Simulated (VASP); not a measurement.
# Zr12H (a cell with a defect) in VASP: notebook, part 2 of 2

VASP 6.6.1.

## 3. Single point, PBEsol

INCAR reads:

```
SYSTEM = Zr12H
PREC = Accurate ; ENCUT = 520
EDIFF = 1E-6 ; ISMEAR = 0
SIGMA = 0.1 ; LREAL = .FALSE.
LASPH = .TRUE. ; NELM = 80
ALGO = Normal ; ISIF = 2
LWAVE = .FALSE. ; LCHARG = .FALSE.
GGA = PS ; NBANDS = 84
```

KPOINTS reads:

```
regular mesh
0
G
  4 3 4
  0 0 0
```

POSCAR reads:

```
Zr12H
1.0
    6.4600000000      0.0000000000      0.0000000000
   -4.8450000000      8.3917860000      0.0000000000
    0.0000000000      0.0000000000      5.1453900000
Zr H
12 1
Direct
    0.0057107194     -0.0005211048      0.0019928519
    0.1722711711      0.2258329752      0.5027072778
    0.0025966293      0.3289653716      0.0031801282
    0.1491954873      0.5500808767      0.4988037836
   -0.0020048198      0.6620154518      0.0014702481
    0.1635629435      0.8875549257      0.5022676610
    0.5007994116     -0.0004272035      0.0022241268
    0.6616287653      0.2215795303      0.5029708147
    0.5065932413      0.3318079131      0.0025725941
    0.6647561424      0.5517506047      0.4986834817
    0.4994224907      0.6666725057     -0.0026394501
    0.6767502260      0.9044840991      0.4983738842
    0.4979534933      0.6721889715      0.5297213622
```

Potentials or basis: VASP PAW PBE potentials, release 64 (Zr_sv, H).

The run is started by

```
cat potpaw_PBE.64/Zr_sv/POTCAR potpaw_PBE.64/H/POTCAR > POTCAR
mpirun -np 1 vasp_std > vasp.out
```

OUTCAR:

```text
SYSTEM = Zr12H
   PREC = Accurate
   ENCUT = 520
   EDIFF = 1E-6
   ISMEAR = 0
   LREAL = .FALSE.
   LASPH = .TRUE.
   NELM = 80
   ISIF = 2
   GGA = PS

 ion  position               nearest neighbor table
   1  0.006  0.999  0.002-  12 3.15   6 3.15   6 3.15  12 3.18   2 3.20   7 3.20   2 3.20   3 3.20
                             9 3.23   5 3.25  11 3.25   7 3.26
   2  0.172  0.226  0.503-   3 3.15   3 3.15  12 3.16  10 3.17   9 3.18   9 3.18   8 3.18   1 3.20
                             1 3.20   4 3.22   6 3.25   8 3.28
   3  0.003  0.329  0.003-   2 3.15   2 3.15   4 3.16   4 3.19   8 3.20   1 3.20   8 3.20   7 3.22
                             9 3.22  11 3.24   9 3.24   5 3.24
   4  0.149  0.550  0.499-  13 1.96   5 3.12  10 3.14   5 3.14   3 3.16   8 3.17   3 3.19   2 3.22
                             6 3.22  11 3.23  11 3.24  10 3.32  12 3.42
   5  0.998  0.662  0.001-   4 3.12   4 3.14  10 3.17   9 3.19  10 3.19   6 3.19   6 3.20  11 3.22
                             3 3.24  11 3.24   1 3.25   7 3.26
   6  0.164  0.888  0.502-   1 3.15   1 3.15   7 3.19   7 3.19   5 3.19   5 3.20   4 3.22   8 3.23
                            12 3.23  12 3.24  10 3.24   2 3.25
   7  0.501  1.000  0.002-  12 3.12  12 3.15   8 3.17   8 3.18   6 3.19   6 3.19   1 3.20   9 3.20
[... 2320 lines left out ...]
  FORCE on cell =-STRESS in cart. coord.  units (eV):
  Direction    XX          YY          ZZ          XY          YZ          ZX
  --------------------------------------------------------------------------------------
  -------------------------------------------------------------------------------------
  Total       -2.1087721     -2.7979712     -3.9032409     -0.6262641      0.0032100      0.0202371
  in kB      -12.1125343    -16.0712114    -22.4197475     -3.5971861      0.0184376      0.1162394
  external PRESSURE =     -16.8678311 kB  Pullay stress =       0.0000000 kB

 VOLUME and BASIS-vectors are now :
 -----------------------------------------------------------------------------
  energy-cutoff  :      520.00
  volume of cell :      278.94
      direct lattice vectors                 reciprocal lattice vectors
     6.460000000  0.000000000  0.000000000     0.154798762  0.089373108  0.000000000
    -4.845000000  8.391786000  0.000000000     0.000000000  0.119164145  0.000000000
     0.000000000  0.000000000  5.145390000     0.000000000  0.000000000  0.194348728

 POSITION                                       TOTAL-FORCE (eV/Angst)
 -----------------------------------------------------------------------------------
     -4.80558      8.38741      0.01025        -0.015723      0.002346     -0.014779
      0.01871      1.89514      2.58663        -0.004772     -0.004690     -0.006308
     -1.57706      2.76061      0.01636        -0.013395      0.003814     -0.000575
     -1.70134      4.61616      2.56654         0.016580      0.004447     -0.044444
      3.23958      5.55549      0.00756         0.007093      0.001997     -0.021350
     -3.24359      7.44817      2.58436        -0.001663      0.005329     -0.014989
     -1.60777      8.38820      0.01144        -0.000516     -0.001601     -0.012263
      3.20057      1.85945      2.58798         0.009052     -0.004385     -0.003108
      1.66498      2.78446      0.01324        -0.015930     -0.007477     -0.007507
      1.62109      4.63017      2.56592         0.016355     -0.011525     -0.049811
     -0.00376      5.59457      5.13181         0.015590     -0.001394     -0.063440
     -0.01042      7.59024      2.56433        -0.000581      0.002485     -0.050528
     -0.03998      5.64087      2.72562        -0.012090      0.010654      0.289102
 -----------------------------------------------------------------------------------
    total drift:                                0.000140     -0.000094      0.000048

  FREE ENERGIE OF THE ION-ELECTRON SYSTEM (eV)
  ---------------------------------------------------
  free  energy   TOTEN  =      -112.6799537709 eV

  energy  without entropy=     -112.6118360823  energy(sigma->0) =     -112.64589493
```

OSZICAR:

```text
N       E                     dE             d eps       ncg     rms          rms(c)
DAV:   1     0.166728974785E+04    0.16673E+04   -0.76413E+04  4368   0.172E+03
DAV:   2     0.427996767117E+02   -0.16245E+04   -0.15902E+04  4956   0.526E+02
DAV:   3    -0.991038986541E+02   -0.14190E+03   -0.13678E+03  7016   0.110E+02
DAV:   4    -0.116760477553E+03   -0.17657E+02   -0.17375E+02  6624   0.338E+01
DAV:   5    -0.118239000314E+03   -0.14785E+01   -0.14676E+01  6216   0.794E+00    0.388E+01
DAV:   6    -0.113571712113E+03    0.46673E+01   -0.81301E+00  5212   0.116E+01    0.151E+01
DAV:   7    -0.112669840387E+03    0.90187E+00   -0.46614E+00  5540   0.795E+00    0.276E+00
DAV:   8    -0.112673231290E+03   -0.33909E-02   -0.83714E-01  5912   0.350E+00    0.248E+00
DAV:   9    -0.112681254067E+03   -0.80228E-02   -0.22131E-01  5760   0.213E+00    0.684E-01
DAV:  10    -0.112683503593E+03   -0.22495E-02   -0.76555E-02  5864   0.134E+00    0.280E-01
DAV:  11    -0.112679948652E+03    0.35549E-02   -0.20486E-02  5888   0.672E-01    0.732E-02
DAV:  12    -0.112679954055E+03   -0.54026E-05   -0.23269E-03  6232   0.183E-01    0.525E-02
DAV:  13    -0.112679947994E+03    0.60612E-05   -0.32216E-04  6224   0.727E-02    0.322E-02
DAV:  14    -0.112679954098E+03   -0.61046E-05   -0.67425E-05  6072   0.399E-02    0.105E-02
DAV:  15    -0.112679954744E+03   -0.64537E-06   -0.15362E-05  5856   0.182E-02    0.458E-03
DAV:  16    -0.112679953771E+03    0.97283E-06   -0.24520E-06  3668   0.828E-03
   1 F= -.11267995E+03 E0= -.11264589E+03  d E =-.681177E-01
```

Run time: 18 min. Hardware: 1 thread of Oxide Virtual Turin-like, shared host; peak memory 0.57 GiB.

What came out:

```yaml
Free_energy: -112.6800 eV
Pressure: -1.7 GPa
Largest_force: 0.290 eV/Å
Band_gap_on_the_k_mesh: zero (an odd number of electrons rules out a gap without spin polarisation)
```

Forces in eV/Å, atoms in the order of the input:
```
Zr  -0.016  0.002 -0.015
Zr  -0.005 -0.005 -0.006
Zr  -0.013  0.004 -0.001
Zr   0.017  0.004 -0.044
Zr   0.007  0.002 -0.021
Zr  -0.002  0.005 -0.015
Zr  -0.001 -0.002 -0.012
Zr   0.009 -0.004 -0.003
Zr  -0.016 -0.007 -0.008
Zr   0.016 -0.012 -0.050
Zr   0.016 -0.001 -0.063
Zr  -0.001  0.002 -0.051
H   -0.012  0.011  0.289
```

Stress tensor (GPa, compression positive):
```
-1.21 -0.36  0.01
-0.36 -1.61  0.00
 0.01  0.00 -2.24
```

Levels at points of the mesh, in eV from the Fermi level:
| k point | band 68 | band 69 | band 70 | band 71 | band 72 | band 73 | band 74 | band 75 | band 76 | band 77 |
| --- | --- | --- | --- | --- | --- | --- | --- | --- | --- | --- |
| (0.00, 0.00, 0.00) | -0.69 | -0.49 | -0.25 | 0.10 | 0.20 | 0.47 | 0.60 | 0.61 | 0.68 | 0.72 |
| (0.50, 0.00, 0.00) | -0.94 | -0.91 | -0.76 | -0.69 | -0.53 | 0.00 | 0.11 | 0.43 | 0.49 | 0.50 |
| (0.00, 0.00, 0.50) | -0.80 | -0.78 | -0.76 | -0.12 | -0.05 | 0.04 | 0.21 | 0.25 | 0.27 | 0.40 |
| (0.50, 0.00, 0.50) | -0.81 | -0.79 | -0.77 | -0.76 | -0.75 | -0.34 | -0.18 | -0.09 | -0.08 | 0.09 |

Caveat: the PAW data sets were made with another functional, which shifts forces and pressure a little.

## 4. Single point, PBEsol

INCAR reads:

```
SYSTEM = Zr12H
PREC = Accurate
ENCUT = 520
EDIFF = 1E-6
ISMEAR = 0
SIGMA = 0.1
LREAL = .False.
LASPH = .True.
NELM = 100
ALGO = Normal
ISIF = 2
LWAVE = .False.
LCHARG = .True.
GGA = PS
LELF = .True.
LVHAR = .True.
NBANDS = 84
```

KPOINTS reads:

```
regular mesh
0
Gamma
  4 3 4
  0 0 0
```

POSCAR reads:

```
Zr12H
1.0
    6.4600000000      0.0000000000      0.0000000000
   -4.8450000000      8.3917860000      0.0000000000
    0.0000000000      0.0000000000      5.1453900000
Zr H
12 1
Direct
    0.0022503577     -0.0003493937      0.0054790372
    0.1687846676      0.2233030242      0.5006954006
   -0.0000385588      0.3299739547     -0.0060946670
    0.1616901175      0.5544586048      0.5045259057
   -0.0013541343      0.6625490638      0.0038669793
    0.1655906357      0.8894694147      0.5088380010
    0.4997540815     -0.0010075926      0.0011342753
    0.6653466304      0.2224650425      0.4950185300
    0.5019020633      0.3304312472     -0.0037520847
    0.6659040238      0.5540018439      0.5050347912
    0.5008179981      0.6652673791     -0.0092168748
    0.6711666286      0.8960319090      0.5087810551
    0.5007932388      0.6699439924      0.3804980812
```

The run is started by

```
cat potpaw_PBE.64/Zr_sv/POTCAR potpaw_PBE.64/H/POTCAR > POTCAR
mpirun -np 1 vasp_std > vasp.out
```

Wall time 28 min (1 thread of Oxide Virtual Turin-like, shared host); peak memory 0.57 GiB.

Results (log left out):

```yaml
Free_energy: -112.8382 eV
Pressure: -1.7 GPa
Largest_force: 0.021 eV/Å
Band_gap_on_the_k_mesh: zero (an odd number of electrons rules out a gap without spin polarisation)
```

Forces on the atoms (eV/Å):
```
Zr   0.007  0.005  0.003
Zr   0.000  0.005  0.002
Zr   0.006  0.007 -0.001
Zr   0.004 -0.008  0.004
Zr  -0.007  0.010 -0.015
Zr  -0.009 -0.018  0.004
Zr   0.001  0.007  0.001
Zr   0.002 -0.009  0.000
Zr  -0.003  0.016 -0.007
Zr   0.004 -0.013  0.005
Zr  -0.001 -0.002  0.003
Zr  -0.007 -0.001 -0.004
H    0.002  0.001  0.005
```

Stress tensor (GPa, compression positive):
```
-1.88 -0.15 -0.02
-0.15 -2.16  0.04
-0.02  0.04 -1.06
```

Levels at points of the mesh, in eV from the Fermi level:
```tsv
k point	band 68	band 69	band 70	band 71	band 72	band 73	band 74	band 75	band 76	band 77
(0.00, 0.00, 0.00)	-0.64	-0.51	-0.28	0.09	0.19	0.47	0.53	0.71	0.73	0.76
(0.50, 0.00, 0.00)	-0.92	-0.84	-0.75	-0.62	-0.55	0.01	0.09	0.40	0.51	0.55
(0.00, 0.00, 0.50)	-0.78	-0.78	-0.75	-0.17	-0.03	0.15	0.24	0.26	0.28	0.53
(0.50, 0.00, 0.50)	-0.80	-0.76	-0.75	-0.75	-0.73	-0.30	-0.13	-0.10	-0.07	0.19
```

Caveat: the PAW data sets were made with another functional, which shifts forces and pressure a little.

## 5. Single point, PBEsol

INCAR reads:

```
SYSTEM = Zr12H
PREC = Accurate ; ENCUT = 520
EDIFF = 1E-7 ; ISMEAR = 0
SIGMA = 0.1 ; LREAL = .False.
LASPH = .True. ; NELM = 80
ALGO = Normal ; ISIF = 2
LWAVE = .False. ; LCHARG = .False.
GGA = PS ; NBANDS = 84
```

KPOINTS reads:

```
Automatic mesh
0
Gamma
  4 3 4
  0 0 0
```

POSCAR reads:

```
Zr12H
1.0
    6.4600000000      0.0000000000      0.0000000000
   -4.8450000000      8.3917860000      0.0000000000
    0.0000000000      0.0000000000      5.1453900000
Zr H
12 1
Direct
    0.0053567779     -0.0003924075      0.0010910738
    0.1710600954      0.2243816751      0.4977684879
    0.0025254999      0.3290416367     -0.0051984398
    0.1544566077      0.5519347133      0.5074552172
   -0.0017243016      0.6622282789      0.0014986230
    0.1641262429      0.8878205426      0.5012597685
    0.5009275671     -0.0005560199     -0.0009515314
    0.6632141058      0.2216200461      0.4953251357
    0.5060909325      0.3314560214     -0.0035044963
    0.6638241473      0.5527601633      0.5076231345
    0.4999833361      0.6662281426      0.0029752847
    0.6740075373      0.9000961178      0.5097794336
    0.4980847746      0.6710090081      0.4091907513
```

The run is started by

```
cat potpaw_PBE.64/Zr_sv/POTCAR potpaw_PBE.64/H/POTCAR > POTCAR
mpirun -np 1 vasp_std > vasp.out
```

Wall time 19 min (1 thread of Oxide Virtual Turin-like, shared host); peak memory 0.57 GiB.

Results (log left out):

```
Free energy            : -112.8121 eV
Pressure               : -1.7 GPa
Largest force          : 0.282 eV/Å
Band gap on the k mesh : zero (an odd number of electrons rules out a gap without spin polarisation)
```

Forces in eV/Å, atoms in the order of the input:
```
Zr  -0.017  0.008  0.030
Zr  -0.006 -0.020  0.017
Zr  -0.012  0.011 -0.003
Zr   0.025  0.019  0.039
Zr  -0.001  0.008  0.038
Zr  -0.003  0.009  0.042
Zr   0.000  0.001  0.021
Zr   0.019  0.004  0.006
Zr  -0.018 -0.006  0.016
Zr  -0.016  0.012  0.048
Zr   0.015  0.000 -0.018
Zr   0.002 -0.039  0.047
H    0.011 -0.005 -0.282
```

Stress tensor (GPa, compression positive):
```
-1.68 -0.30 -0.03
-0.30 -1.95  0.03
-0.03  0.03 -1.50
```

Levels at points of the mesh, in eV from the Fermi level:
```
           k point  band 68  band 69  band 70  band 71  band 72  band 73  band 74  band 75  band 76  band 77
(0.00, 0.00, 0.00)    -0.66    -0.50    -0.27     0.09     0.18     0.46     0.53     0.65     0.71     0.74
(0.50, 0.00, 0.00)    -0.93    -0.88    -0.75    -0.65    -0.53     0.02     0.09     0.42     0.47     0.54
(0.00, 0.00, 0.50)    -0.79    -0.76    -0.75    -0.16    -0.05     0.11     0.22     0.25     0.28     0.48
(0.50, 0.00, 0.50)    -0.81    -0.78    -0.77    -0.75    -0.74    -0.30    -0.15    -0.09    -0.07     0.14
```

Caveat: the PAW data sets were made with another functional, which shifts forces and pressure a little.

## 6. Single point, PBEsol

INCAR reads:

```
ALGO = Normal
EDIFF = 1E-7
ENCUT = 520
GGA = PS
ISIF = 2
ISMEAR = 0
LASPH = T
LCHARG = T
LELF = T
LREAL = F
LVHAR = T
LWAVE = F
NBANDS = 84
NELM = 100
PREC = Accurate
SIGMA = 0.1
```

KPOINTS reads:

```
k-points
0
Gamma
  4 3 4
```

POSCAR reads:

```
Zr12H
1.0
    6.4600000000      0.0000000000      0.0000000000
   -4.8450000000      8.3917860000      0.0000000000
    0.0000000000      0.0000000000      5.1453900000
Zr H
12 1
Direct
    0.0050880306      0.0001889943      0.0010949607
    0.1707162173      0.2248670307      0.5042593467
    0.0023556361      0.3296388874      0.0071318209
    0.1539481087      0.5523477362      0.4945527939
   -0.0019141221      0.6628156390      0.0005952902
    0.1636820350      0.8882802779      0.5009964259
    0.5006905642      0.0000123931      0.0030907278
    0.6628310643      0.2220422446      0.5066626631
    0.5059120529      0.3319966691      0.0054503157
    0.6634604730      0.5531386287      0.4943613604
    0.4998050865      0.6667989389     -0.0011839724
    0.6736274740      0.9006064978      0.4923858055
    0.4976842935      0.6714294192      0.5919393865
```

Potentials or basis: VASP PAW PBE potentials, release 64 (Zr_sv, H).

The run is started by

```
cat potpaw_PBE.64/Zr_sv/POTCAR potpaw_PBE.64/H/POTCAR > POTCAR
mpirun -np 1 vasp_std > vasp.out
```

Run time: 34 min. Hardware: 1 thread of Oxide Virtual Turin-like, shared host; peak memory 0.57 GiB.

The run converged. Its results:

```yaml
Free_energy: -112.8106 eV
Pressure: -1.7 GPa
Largest_force: 0.290 eV/Å
Band_gap_on_the_k_mesh: zero (an odd number of electrons rules out a gap without spin polarisation)
```

Forces in eV/Å, atoms in the order of the input:
```
Zr  -0.017  0.007 -0.030
Zr  -0.006 -0.020 -0.017
Zr  -0.012  0.010  0.004
Zr   0.026  0.019 -0.040
Zr  -0.001  0.007 -0.039
Zr  -0.002  0.009 -0.043
Zr  -0.001  0.000 -0.022
Zr   0.019  0.005 -0.006
Zr  -0.018 -0.006 -0.015
Zr  -0.016  0.012 -0.049
Zr   0.015 -0.001  0.016
Zr   0.002 -0.038 -0.049
H    0.011 -0.005  0.290
```

Stress tensor (GPa, compression positive):
```
-1.68 -0.30  0.03
-0.30 -1.93 -0.03
 0.03 -0.03 -1.51
```

Levels at points of the mesh, in eV from the Fermi level:
```csv
k point,band 68,band 69,band 70,band 71,band 72,band 73,band 74,band 75,band 76,band 77
"(0.00, 0.00, 0.00)",-0.66,-0.50,-0.26,0.09,0.18,0.46,0.53,0.65,0.71,0.74
"(0.50, 0.00, 0.00)",-0.94,-0.88,-0.75,-0.65,-0.53,0.02,0.09,0.42,0.47,0.54
"(0.00, 0.00, 0.50)",-0.78,-0.76,-0.75,-0.16,-0.05,0.11,0.22,0.25,0.28,0.47
"(0.50, 0.00, 0.50)",-0.81,-0.78,-0.77,-0.75,-0.74,-0.30,-0.15,-0.09,-0.07,0.14
```

Caveat: the PAW data sets were made with another functional, which shifts forces and pressure a little.

## 7. Overview

| cell | gap on the mesh (eV) | pressure (GPa) | largest force (eV/Å) |
| --- | --- | --- | --- |
| as given, atomic positions A | none | -1.7 | 0.01 |
| as given, atomic positions B | none | -1.7 | 0.29 |
| as given, atomic positions C | none | -1.7 | 0.02 |
| as given, atomic positions D | none | -1.7 | 0.28 |
| as given, atomic positions E | none | -1.7 | 0.29 |

Alike in all rows: task single point; level PBEsol; potentials or basis VASP PAW PBE potentials, release 64 (Zr_sv, H); no spin polarisation; k mesh 4 × 3 × 4; cutoff (eV) 520; smearing gaussian 0.1 eV.

Caveats: the PAW data sets were made with another functional, which shifts forces and pressure a little.

Total energies depend on the potentials used, so only differences within one code and one set of settings carry meaning.
